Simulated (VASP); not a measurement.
Wanted: the native input for a VASP 6.6.1 run.

| Item | Value |
| --- | --- |
| Task | single point |
| Functional | PBE |
| Dispersion | D3(BJ) |
| Potentials or basis | VASP PAW PBE potentials, release 64 (S, Zr_sv, H) |
| Cutoff | 400 eV |
| k mesh | 6 × 6 × 1 |
| Occupations | gaussian, width 0.05 eV |
| Spin | no spin polarisation |
| Dipole correction | yes |
| Further INCAR settings | ALGO = Normal; EDIFF = 1e-06; NBANDS = 62; NELMDL = -8 |

The structure of Zr2HS4 lies in POSCAR:

```
Zr2HS4
1.0
    7.2976778227      0.0000000000      0.0000000000
   -3.6488389114      6.3199743831      0.0000000000
    0.0000000000      0.0000000000     20.9171506047
S Zr H
8 4 2
Direct
    0.3333333333      0.1666666667      0.1912306354
    0.3333333333      0.6666666667      0.1912306354
    0.8333333333      0.1666666667      0.1912306354
    0.8333333333      0.6666666667      0.1912306354
    0.1666666667      0.3333333333      0.3306927762
    0.1666666667      0.8333333333      0.3306927762
    0.6666666667      0.3333333333      0.3306927762
    0.6666666667      0.8333333333      0.3306927762
    0.0000000000      0.0000000000      0.2609617058
    0.0000000000      0.5000000000      0.2609617058
    0.5000000000      0.0000000000      0.2609617058
    0.5000000000      0.5000000000      0.2609617058
    0.3869988249      0.7739976498      0.3522062227
    0.4463345084      0.8926690169      0.3522062227
```

The input as run:

INCAR

```
PREC     = Accurate       # precision mode
ENCUT    = 400            # plane-wave cutoff, eV
EDIFF    = 1E-6           # SCF threshold, eV
ISMEAR   = 0              # smearing method
SIGMA    = 0.05           # smearing width, eV
LREAL    = F              # projectors in reciprocal space
LASPH    = T              # aspherical terms in the spheres
NELM     = 120            # most SCF steps
ALGO     = Normal         # electronic algorithm
ISIF     = 2              # what is computed and relaxed
LWAVE    = F              # write WAVECAR
LCHARG   = T              # write CHGCAR
LDIPOL   = T            
IDIPOL   = 3            
DIPOL    = 0.5 0.5 0.274
GGA      = PE             # functional
IVDW     = 12             # dispersion correction
LELF     = T              # ELF
LVHAR    = T            
LVACPOTAV= T            
NBANDS   = 62             # bands
GGA_COMPAT= F            
NELMDL   = -8
```

KPOINTS

```
Automatic mesh
0
Gamma
  6 6 1
```

Potentials or basis: VASP PAW PBE potentials, release 64 (S, Zr_sv, H).

Run with:

```bash
$ cat potpaw_PBE.64/S/POTCAR potpaw_PBE.64/Zr_sv/POTCAR potpaw_PBE.64/H/POTCAR > POTCAR
$ mpirun -np 1 vasp_std > vasp.out
```

Results of the run:

The largest force is 3.502 eV/Å and the band gap on the k mesh is 0.33 eV (least direct gap 0.69 eV). The dispersion energy per atom is -0.224 eV.

Wall time 14 min on 1 thread of Intel(R) Xeon(R) Platinum 8559C (Emerald Rapids), with other jobs on the host, peak memory 0.87 GiB.
